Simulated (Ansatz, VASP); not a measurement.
## SiC in VASP and in Ansatz

File POSCAR:

```
SiC
1.0
    3.0759982064      0.0000000000      0.0000000000
   -1.5379991032      2.6638925888      0.0000000000
    0.0000000000      0.0000000000      5.0480000000
Si C
2 2
Direct
    0.2911019009      0.5822038017      0.0000000000
    0.7088980991      0.4177961983      0.5000000000
    0.3713310772      0.7426621544      0.3850000000
    0.6286689228      0.2573378456      0.8850000000
```

Contents of INCAR.step1:

```
SYSTEM = SiC
PREC = Accurate ; ENCUT = 520
ISMEAR = 0 ; SIGMA = 0.05
LREAL = .FALSE. ; LASPH = .TRUE.
NELM = 60 ; NBANDS = 16
GGA = PE ; ALGO = Normal
EDIFF = 1E-4 ; LWAVE = .TRUE.
LCHARG = .FALSE.
```

File INCAR.step2:

```
SYSTEM = SiC
PREC = Accurate ; ENCUT = 520
EDIFF = 1E-6 ; ISMEAR = 0
SIGMA = 0.05 ; LREAL = .FALSE.
LASPH = .TRUE. ; NELM = 60
ALGO = Normal ; ISIF = 2
LWAVE = .FALSE. ; LCHARG = .TRUE.
METAGGA = R2SCAN ; LMIXTAU = .TRUE.
LELF = .TRUE. ; LVHAR = .TRUE.
NBANDS = 16 ; ISTART = 1
```

KPOINTS

```
Automatic mesh
0
G
  12 12 6
  0 0 0
```

Input for Ansatz:

```yaml
crystal:
  lattice:
    - [3.0759982064, 0.0, 0.0]
    - [-1.5379991032, 2.6638925888, 0.0]
    - [0.0, 0.0, 5.048]
  atoms:
    - { symbol: Si, position: [0.2911019009, 0.5822038017, 0.0] }
    - { symbol: Si, position: [0.7088980991, 0.4177961983, 0.5] }
    - { symbol: C, position: [0.3713310772, 0.7426621544, 0.385] }
    - { symbol: C, position: [0.6286689228, 0.2573378456, 0.885] }
basis:
  ecutwfc: 500
kpoints:
  mp_grid: { grid: [12, 12, 6] }
hamiltonian:
  xc: r2scan
scf:
  occupations: { method: gaussian, width: 0.05 }
output:
  forces: true
  stress: true
  eigenvalues: true
```

Change from the starting cell: mode 4 (274.0 1/cm) frozen in, largest displacement -0.225 Å.

Alike in both runs: task single point; functional r2SCAN; k mesh 12 × 12 × 6; occupations gaussian, width 0.05 eV; no spin polarisation.

|  | VASP | Ansatz |
| --- | --- | --- |
| version | VASP 6.6.1 | Ansatz 0.2.0 |
| potentials or method | VASP PAW PBE potentials, release 64 (Si, C), cutoff 520 eV | scalar-relativistic, plane waves, PAW |
| valence electrons in the cell | 16 | 16 |

|  | VASP | Ansatz | Ansatz less VASP |
| --- | --- | --- | --- |
| gap on the k mesh at the Fermi level (eV) | 2.12 | 2.12 | -0.005 |
| least direct gap on the mesh (eV) | 4.43 | 4.42 | -0.008 |
| pressure (GPa) | -0.8 | -0.7 | +0.17 |
| traceless stress, the component that is largest in VASP (GPa) | 1.15 | 1.20 | +0.055 |
| rms of the force components (eV/Å) | 0.837 | 0.836 | -0.0004 |

VASP's potentials were made for PBE, not for r2SCAN. Atom by atom the forces differ by 0.004 eV/Å (rms over components).
